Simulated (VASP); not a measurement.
Input of a VASP 6.6.1 run:

Contents of INCAR:

```
  PREC = Accurate
  ENCUT = 520
  EDIFF = 1E-8
  ISMEAR = -1
  SIGMA = 0.02
  LREAL = False
  LASPH = True
  NELM = 80
  ALGO = Normal
  ISIF = 2
  LWAVE = False
  LCHARG = False
  GGA = PE
  LEFG = True
  NBANDS = 15
```

File KPOINTS:

```
regular mesh
0
Gamma
  8 8 8
```

File POSCAR:

```
SrO
1.0
    0.0000000000      2.5910389797      2.5910389797
    2.5910389797      0.0000000000      2.5910389797
    2.5910389797      2.5910389797      0.0000000000
Sr O
1 1
Direct
    0.0000000000      0.0000000000      0.0000000000
    0.5000000000      0.5000000000      0.5000000000
```

Potentials or basis: VASP PAW PBE potentials, release 64 (Sr_sv, O).

Run with:

```sh
$ cat potpaw_PBE.64/Sr_sv/POTCAR potpaw_PBE.64/O/POTCAR > POTCAR
$ mpirun -np 1 vasp_std > vasp.out
```

**Question.** What does it give for the pressure?

**Answer.** 1.2 GPa.

**Question.** Estimate the band gap on the k mesh.

**Answer.** 3.28 eV, indirect (least direct gap 3.38 eV).

Caveat: without QUAD_EFG the Cq values of the log hold for a quadrupole moment of 1 mb, not for the nuclei. A k mesh can miss the band edges.
